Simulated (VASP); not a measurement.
Wanted: the native input for a VASP 6.6.1 run.

- Task: single point
- Functional: PBE
- Potentials or basis: VASP PAW PBE potentials, release 64 (Mg, O)
- Cutoff: 520 eV
- k mesh: 9 × 9 × 2
- Occupations: gaussian, width 0.05 eV
- Spin: no spin polarisation
- Dipole correction: no
- Further INCAR settings: ALGO = Normal; EDIFF = 1e-06; NBANDS = 26

The structure of MgO lies in POSCAR:

```
MgO
1.0
    3.2803754002      0.0000000000      0.0000000000
   -1.6401877001      2.8408884305      0.0000000000
    0.0000000000      0.0000000000     10.5147056238
Mg O
4 4
Direct
    0.3333333333      0.6666666667      0.9694791811
    0.0000000000      0.0000000000      0.2208070585
    0.0000000000      0.0000000000      0.7208070585
    0.6666666667      0.3333333333      0.4694791811
    0.3333333333      0.6666666667      0.7800540723
   -0.1341309900      0.0000000000      0.5715040230
    0.0000000000      0.0000000000      0.0296578681
    0.6666666667      0.3333333333      0.2800540723
```

This cell differs from its parent crystal: atom 6 (O) moved by -0.440 Å along [1 0 0] and +0.440 Å along [0 0 1].

The input as run:

INCAR

```
SYSTEM = MgO
PREC = Accurate
ENCUT = 520
EDIFF = 1E-6
ISMEAR = 0
SIGMA = 0.05
LREAL = .False.
LASPH = .True.
NELM = 80
ALGO = Normal
ISIF = 2
LWAVE = .False.
LCHARG = .True.
GGA = PE
LELF = .True.
LVHAR = .True.
NBANDS = 26
```

KPOINTS

```
regular mesh
0
Gamma
  9 9 2
  0 0 0
```

Potentials or basis: VASP PAW PBE potentials, release 64 (Mg, O).

Command:

```bash
$ cat potpaw_PBE.64/Mg/POTCAR potpaw_PBE.64/O/POTCAR > POTCAR
$ mpirun -np 1 vasp_std > vasp.out
```

It gave:

```
Pressure               : 6.1 GPa
Largest force          : 9.659 eV/Å
Band gap on the k mesh : 1.55 eV, direct
```

Caveat: the cell differs from its parent crystal (atom 6 (O) moved by -0.440 Å along [1 0 0] and +0.440 Å along [0 0 1]); forces of over 1 eV/Å act on the atoms, so gaps and moduli don't describe the material at rest.

Run time: 88 s on 1 thread of Intel(R) Xeon(R) 6975P-C (Granite Rapids), on a shared host, peak memory 0.3 GiB.
